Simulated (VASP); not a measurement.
# GaAs (F-43m) in VASP: further runs

GaAs is run at these levels: r2SCAN; tasks: relaxation of the atoms.

Program: VASP 6.6.1. These are calculated values, not measurements. Logs are shortened: lines on timing, memory, paths and dates and some standing lists are left out, and cuts for length are marked.

### Step 1. The cell of the first run

The structure is cubic, space group F-43m (No. 216). Conventional cell: a = 5.740 Å, b = 5.740 Å, c = 5.740 Å, α = 90.00°, β = 90.00°, γ = 90.00°. Within 3.3 Å of Ga (site symmetry -43m) lie 4 As at 2.49 Å. As (site symmetry -43m) has 4 Ga at 2.49 Å within 3.3 Å.

### Step 2. Relaxation of the atoms, r2SCAN

File POSCAR:

```
GaAs
1.0
    0.0000000000      2.8699172300      2.8699172300
    2.8699172300      0.0000000000      2.8699172300
    2.8699172300      2.8699172300      0.0000000000
Ga As
1 1
Direct
    0.0000000000      0.0000000000      0.0000000000
    0.2500000000      0.2500000000      0.2500000000
```

File INCAR.step1:

```
  PREC = Accurate
  ENCUT = 520
  ISMEAR = -1
  SIGMA = 0.02
  LREAL = False
  LASPH = True
  NELM = 60
  GGA = PE
  ALGO = Normal
  EDIFF = 1E-4
  LWAVE = True
  LCHARG = False
```

File INCAR.step2:

```
  PREC = Accurate
  ENCUT = 520
  EDIFF = 1E-6
  ISMEAR = -1
  SIGMA = 0.02
  LREAL = False
  LASPH = True
  NELM = 60
  ALGO = Normal
  ISIF = 2
  LWAVE = False
  LCHARG = False
  METAGGA = R2SCAN
  LMIXTAU = True
  IBRION = 2
  NSW = 50
  EDIFFG = -0.01
  ISTART = 1
```

File KPOINTS:

```
regular mesh
0
Gamma
  8 8 8
```

Potentials or basis: VASP PAW PBE potentials, release 64 (Ga_d, As).

Run with:

```bash
> cat potpaw_PBE.64/Ga_d/POTCAR potpaw_PBE.64/As/POTCAR > POTCAR
> cp INCAR.step1 INCAR
> mpirun -np 1 vasp_std > vasp.out
> cp INCAR.step2 INCAR
> mpirun -np 1 vasp_std > vasp.out
```

OUTCAR:

```text
PREC = Accurate
   ENCUT = 520
   EDIFF = 1E-6
   ISMEAR = -1
   LREAL = False
   LASPH = True
   NELM = 60
   ISIF = 2
   METAGGA = R2SCAN
   IBRION = 2
   NSW = 50
   EDIFFG = -0.01
   ISTART = 1

 ion  position               nearest neighbor table
   1  0.000  0.000  0.000-   2 2.49   2 2.49   2 2.49   2 2.49
   2  0.250  0.250  0.250-   1 2.49   1 2.49   1 2.49   1 2.49

  LATTYP: Found a face centered cubic cell.
 ALAT       =     5.7398344600

  Lattice vectors:

 A1 = (   0.0000000000,   2.8699172300,   2.8699172300)
 A2 = (   2.8699172300,   0.0000000000,   2.8699172300)
 A3 = (   2.8699172300,   2.8699172300,   0.0000000000)

Analysis of symmetry for initial positions (statically):
=====================================================================
 Subroutine PRICEL returns:
 Original cell was already a primitive cell.

 Routine SETGRP: Setting up the symmetry group for a
 face centered cubic supercell.

 Subroutine GETGRP returns: Found 24 space group operations
 (whereof 24 operations were pure point group operations)
 out of a pool of 48 trial point group operations.

The static configuration has the point symmetry T_d .

Analysis of symmetry for dynamics (positions and initial velocities):
=====================================================================
 Subroutine PRICEL returns:
 Original cell was already a primitive cell.

 Routine SETGRP: Setting up the symmetry group for a
 face centered cubic supercell.

 Subroutine GETGRP returns: Found 24 space group operations
 (whereof 24 operations were pure point group operations)
 out of a pool of 48 trial point group operations.

The dynamic configuration has the point symmetry T_d .

 Subroutine INISYM returns: Found 24 space group operations
 (whereof 24 operations are pure point group operations),
 and found     1 'primitive' translations

----------------------------------------------------------------------------------------

                                     Primitive cell

  volume of cell :      47.2757

  direct lattice vectors                    reciprocal lattice vectors
     0.000000000  2.869917230  2.869917230    -0.174221052  0.174221052  0.174221052
     2.869917230  0.000000000  2.869917230     0.174221052 -0.174221052  0.174221052
     2.869917230  2.869917230  0.000000000     0.174221052  0.174221052 -0.174221052

  length of vectors
     4.058675870  4.058675870  4.058675870     0.301759714  0.301759714  0.301759714

  position of ions in fractional coordinates (direct lattice)
     0.000000000  0.000000000  0.000000000
     0.250000000  0.250000000  0.250000000

  ion indices of the primitive-cell ions
   primitive index   ion index
                 1           1
                 2           2

----------------------------------------------------------------------------------------

 KPOINTS: regular mesh

Automatic generation of k-mesh.
 Grid dimensions read from file:
 generate k-points for:    8    8    8

 Generating k-lattice:

  Cartesian coordinates                     Fractional coordinates (reciprocal lattice)
    -0.021777632  0.021777632  0.021777632     0.125000000  0.000000000  0.000000000
     0.021777632 -0.021777632  0.021777632     0.000000000  0.125000000  0.000000000
     0.021777632  0.021777632 -0.021777632     0.000000000  0.000000000  0.125000000

  Length of vectors
     0.037719964  0.037719964  0.037719964

  Shift w.r.t. Gamma in fractional coordinates (k-lattice)
     0.000000000  0.000000000  0.000000000

 Subroutine IBZKPT returns following result:
 ===========================================

 Found     29 irreducible k-points:

 Following reciprocal coordinates:
            Coordinates               Weight
  0.000000  0.000000  0.000000      1.000000
  0.125000  0.000000  0.000000      8.000000
  0.250000  0.000000  0.000000      8.000000
  0.375000  0.000000  0.000000      8.000000
  0.500000  0.000000  0.000000      4.000000
  0.125000  0.125000  0.000000      6.000000
[... 16 lines left out ...]
  0.500000  0.250000  0.125000     48.000000
 -0.375000  0.250000  0.125000     24.000000
 [... further k-points ...]
   k-points           NKPTS =     29   k-points in BZ     NKDIM =     29   number of bands    NBANDS=     13
   number of dos      NEDOS =    301   number of ions     NIONS =      2
   total plane-waves  NPLWV =  27000
   dimension x,y,z NGX =    30 NGY =   30 NGZ =   30
   dimension x,y,z NGXF=    60 NGYF=   60 NGZF=   60
   ions per type =               1   1
   NGX,Y,Z   is equivalent  to a cutoff of  12.29, 12.29, 12.29 a.u.
   NGXF,Y,Z  is equivalent  to a cutoff of  24.58, 24.58, 24.58 a.u.
 SYSTEM =  unknown system
   PREC   = accura    normal or accurate (medium, high low for compatibility)
   ISTART =      1    job   : 0-new  1-cont  2-samecut
   ICHARG =      0    charge: 1-file 2-atom 10-const
   ISPIN  =      1    spin polarized calculation?
   LNONCOLLINEAR =      F non collinear calculations
   LSORBIT =      F    spin-orbit coupling
   LASPH  =      T    aspherical Exc in radial PAW
   ENCUT  =  520.0 eV  38.22 Ry    6.18 a.u.   7.55  7.55  7.55*2*pi/ulx,y,z
   NELM   =     60;   NELMIN=  2; NELMDL=  0     # of ELM steps
   EDIFF  = 0.1E-05   stopping-criterion for ELM
   LREAL  =      F    real-space projection
   EDIFFG = -.1E-01   stopping-criterion for IOM
   NSW    =     50    number of steps for IOM
   IBRION =      2    ionic relax: 0-MD 1-quasi-New 2-CG
   NFREE  =      1    steps in history (QN), initial steepest desc. (CG)
   ISIF   =      2    stress and relaxation
   ISYM   =      2    0-nonsym 1-usesym 2-fastsym
   POTIM  = 0.5000    time-step for ionic-motion
   TEBEG  =    0.0;   TEEND  =   0.0 temperature during run
   PSTRESS=    0.0 pullay stress
   NELECT =      18.0000    total number of electrons
   NUPDOWN=      -1.0000    fix difference up-down
   EMIN   =  10.00;   EMAX   =-10.00  energy-range for DOS
   EFERMI =   0.00;   METHOD = LEGACY
   ISMEAR =    -1;   SIGMA  =   0.02  broadening in eV -4-tet -1-fermi 0-gaus
   EFERMI_NEDOS =   21; number of points for ismear=-14 and -15
   IALGO  =     38    algorithm
   IMIX   =      4    mixing-type and parameters
     AMIX     =   0.40;   BMIX     =  1.00
     AMIX_MAG =   1.60;   BMIX_MAG =  1.00
  volume/ion in A,a.u.               =      23.64       159.52
  Fermi-wavevector in a.u.,A,eV,Ry     =   1.186551  2.242256 19.155677  1.407903
  Thomas-Fermi vector in A             =   2.322721
   LORBIT       =      0    0 simple, 1 ext, 2 COOP (PROOUT), +10 PAW based schemes
   METAGGA = R2SCAN    functional components
   LHFCALC =     F    Hartree Fock is set to
   AEXX    =    0.0000 exact exchange contribution
   IVDW    =     0    specifies the selected vdW correction
   LEPSILON=     F    determine dielectric tensor
   LRPA    =     F    only Hartree local field effects (RPA)
 conjugate gradient relaxation of ions
 non-spin polarized calculation
  energy-cutoff  :      520.00
  volume of cell :       47.28
 maximum number of plane-waves:      1287
   NGX = 15   NGY = 15   NGZ = 15

 number of electron      17.9999986 magnetization

 Free energy of the ion-electron system (eV)
  ---------------------------------------------------
  ext. energy  EPLUGINS =         0.00000000
  ---------------------------------------------------
  free energy    TOTEN  =       -27.03927702 eV

  energy without entropy =      -27.03927702  energy(sigma->0) =      -27.03927702

 E-fermi :   3.5914     XC(G=0): -10.0391

 val. band max:        3.2617088500   @ k =   0.0000   0.0000   0.0000
 cond. band min:       3.8976990380   @ k =   0.0000   0.0000   0.0000
 fundamental gap:      0.6359901881
 Fermi energy:         3.5913500532

 k-point     1 :       0.0000    0.0000    0.0000
  band No.  band energies     occupation
      1     -11.9033      2.00000
      2     -11.9033      2.00000
      3     -11.9033      2.00000
      4     -11.8248      2.00000
      5     -11.8248      2.00000
      6      -9.6222      2.00000
      7       3.2617      2.00000
      8       3.2617      2.00000
      9       3.2617      2.00000
     10       3.8977      0.00000
     11       7.2890      0.00000
     12       7.2891      0.00000
     13       7.2891      0.00000

 k-point     2 :       0.1250    0.0000    0.0000
  band No.  band energies     occupation
      1     -11.9155      2.00000
      2     -11.9000      2.00000
      3     -11.9000      2.00000
      4     -11.8249      2.00000
      5     -11.8249      2.00000
      6      -9.4425      2.00000
      7       1.3321      2.00000
      8       3.0360      2.00000
      9       3.0360      2.00000
     10       4.9942      0.00000
     11       7.6297      0.00000
     12       7.6298      0.00000
     13       7.7328      0.00000

 k-point     3 :       0.2500    0.0000    0.0000
  band No.  band energies     occupation
      1     -11.9425      2.00000
      2     -11.8929      2.00000
      3     -11.8928      2.00000
      4     -11.8244      2.00000
      5     -11.8244      2.00000
      6      -8.9425      2.00000
      7      -0.8407      2.00000
      8       2.6051      2.00000
      9       2.6052      2.00000
     10       4.9207      0.00000
     11       8.1554      0.00000
     12       8.1555      0.00000
     13       9.4789      0.00000
[... 305 lines left out ...]
 k-point    23 :       0.5000    0.2500    0.1250
  band No.  band energies     occupation
      1     -11.9792      2.00000
      2     -11.8805      2.00000
      3     -11.8755      2.00000
      4     -11.8306      2.00000
      5     -11.8203      2.00000
      6      -7.9125      2.00000
      7      -2.6016      2.00000
      8       0.3091      2.00000
      9       1.5824      2.00000
     10       6.5525      0.00000
     11       7.7849      0.00000
     12       9.1313      0.00000
     13      10.4986      0.00000

 k-point    24 :      -0.3750    0.2500    0.1250
  band No.  band energies     occupation
      1     -11.9851      2.00000
      2     -11.8795      2.00000
      3     -11.8731      2.00000
      4     -11.8285      2.00000
      5     -11.8215      2.00000
      6      -7.5798      2.00000
      7      -3.1766      2.00000
      8       0.1343      2.00000
      9       1.3852      2.00000
     10       6.4969      0.00000
     11       7.7944      0.00000
     12       9.8887      0.00000
     13      11.2730      0.00000

 [... further k-points ...]
[... 5 lines left out ...]
  --------------------------------------------------------------------------------------
  -------------------------------------------------------------------------------------
  Total       -0.7269187     -0.7269187     -0.7269187      0.0000000      0.0000000      0.0000000
  in kB      -24.6353252    -24.6353252    -24.6353252      0.0000000      0.0000000      0.0000000
  external PRESSURE =     -24.6353252 kB  Pullay stress =       0.0000000 kB

 VOLUME and BASIS-vectors are now :
 -----------------------------------------------------------------------------
  energy-cutoff  :      520.00
  volume of cell :       47.28
      direct lattice vectors                 reciprocal lattice vectors
     0.000000000  2.869917230  2.869917230    -0.174221052  0.174221052  0.174221052
     2.869917230  0.000000000  2.869917230     0.174221052 -0.174221052  0.174221052
     2.869917230  2.869917230  0.000000000     0.174221052  0.174221052 -0.174221052

 POSITION                                       TOTAL-FORCE (eV/Angst)
 -----------------------------------------------------------------------------------
      0.00000      0.00000      0.00000        -0.000000      0.000000      0.000000
      1.43496      1.43496      1.43496         0.000000     -0.000000     -0.000000
 -----------------------------------------------------------------------------------
    total drift:                               -0.000001     -0.000001     -0.000001

  FREE ENERGIE OF THE ION-ELECTRON SYSTEM (eV)
  ---------------------------------------------------
  free  energy   TOTEN  =       -27.0392770217 eV

  energy  without entropy=      -27.0392770211  energy(sigma->0) =      -27.03927702

 reached required accuracy - stopping structural energy minimisation
```

Wall time 2 min (1 thread of AMD EPYC 7R13, shared host); peak memory 0.18 GiB.

What came out:

```yaml
Free_energy: -27.0393 eV
Pressure_after_relaxing: -2.5 GPa
Band_gap_on_the_k_mesh: 0.64 eV
```

Final structure:
```
Ga As
1.0
     0.00000    2.86992    2.86992
     2.86992    0.00000    2.86992
     2.86992    2.86992    0.00000
Ga As
1 1
Direct
  0.00000 0.00000 0.00000
  0.25000 0.25000 0.25000
```

Caveat: the relaxation stopped at its first step, so nothing moved; semilocal functionals underestimate gaps, and a narrow one can read as zero; the PAW data sets were made with another functional, which shifts forces and pressure a little. r2SCAN opens gaps a little over a GGA but as a rule still falls short of measured ones.

### Step 3. Relaxation of the atoms, r2SCAN

This run uses another cell than the first one, of 24.09 Å³/atom.

File POSCAR:

```
GaAs
1.0
    0.0000000000      2.8881974500      2.8881974500
    2.8881974500      0.0000000000      2.8881974500
    2.8881974500      2.8881974500      0.0000000000
Ga As
1 1
Direct
    0.0000000000      0.0000000000      0.0000000000
    0.2500000000      0.2500000000      0.2500000000
```

File INCAR.step1:

```
PREC     = Accurate       # precision mode
ENCUT    = 520            # plane-wave cutoff, eV
ISMEAR   = -1             # smearing method
SIGMA    = 0.02           # smearing width, eV
LREAL    = False          # projectors in reciprocal space
LASPH    = True           # aspherical terms in the spheres
NELM     = 100            # most SCF steps
GGA      = PE             # functional
ALGO     = Normal         # electronic algorithm
EDIFF    = 1E-4           # SCF threshold, eV
LWAVE    = True           # write WAVECAR
LCHARG   = False          # write CHGCAR
```

File INCAR.step2:

```
PREC     = Accurate       # precision mode
ENCUT    = 520            # plane-wave cutoff, eV
EDIFF    = 1E-6           # SCF threshold, eV
ISMEAR   = -1             # smearing method
SIGMA    = 0.02           # smearing width, eV
LREAL    = False          # projectors in reciprocal space
LASPH    = True           # aspherical terms in the spheres
NELM     = 100            # most SCF steps
ALGO     = Normal         # electronic algorithm
ISIF     = 2              # what is computed and relaxed
LWAVE    = False          # write WAVECAR
LCHARG   = False          # write CHGCAR
METAGGA  = R2SCAN         # meta-GGA
LMIXTAU  = True         
IBRION   = 2              # ionic algorithm
NSW      = 50             # ionic steps
EDIFFG   = -0.01          # ionic threshold
ISTART   = 1
```

KPOINTS is that of step 2.

Potentials or basis: VASP PAW PBE potentials, release 64 (Ga_d, As).

Run with:

```bash
> cat potpaw_PBE.64/Ga_d/POTCAR potpaw_PBE.64/As/POTCAR > POTCAR
> cp INCAR.step1 INCAR
> mpirun -np 1 vasp_std > vasp.out
> cp INCAR.step2 INCAR
> mpirun -np 1 vasp_std > vasp.out
```

It took 2.2 min on 1 thread of AMD EPYC 7R13, shared host; peak memory 0.18 GiB.

The run converged. Its results:

```
Free energy             : -27.0219 eV
Pressure after relaxing : -3.6 GPa
Band gap on the k mesh  : 0.49 eV
```

Final structure:
```xyz
2
Lattice="0.0000 2.8882 2.8882 2.8882 0.0000 2.8882 2.8882 2.8882 0.0000" Properties=species:S:1:pos:R:3 pbc="T T T"
Ga    0.0000    0.0000    0.0000
As    1.4441    1.4441    1.4441
```

Levels at points of the mesh, in eV from the valence-band top:
```csv
k point,band 7,band 8,band 9,band 10,band 11,band 12
"(0.00, 0.00, 0.00)",0.00,0.00,0.00,0.49,4.02,4.02
"(0.50, 0.00, 0.00)",-6.47,-1.09,-1.09,1.17,4.96,4.96
"(0.50, 0.50, 0.00)",-6.69,-2.55,-2.55,1.87,1.96,10.33
```

Caveat: the relaxation stopped at its first step, so nothing moved; semilocal functionals underestimate gaps, and a narrow one can read as zero; the PAW data sets were made with another functional, which shifts forces and pressure a little. r2SCAN opens gaps a little over a GGA but as a rule still falls short of measured ones.
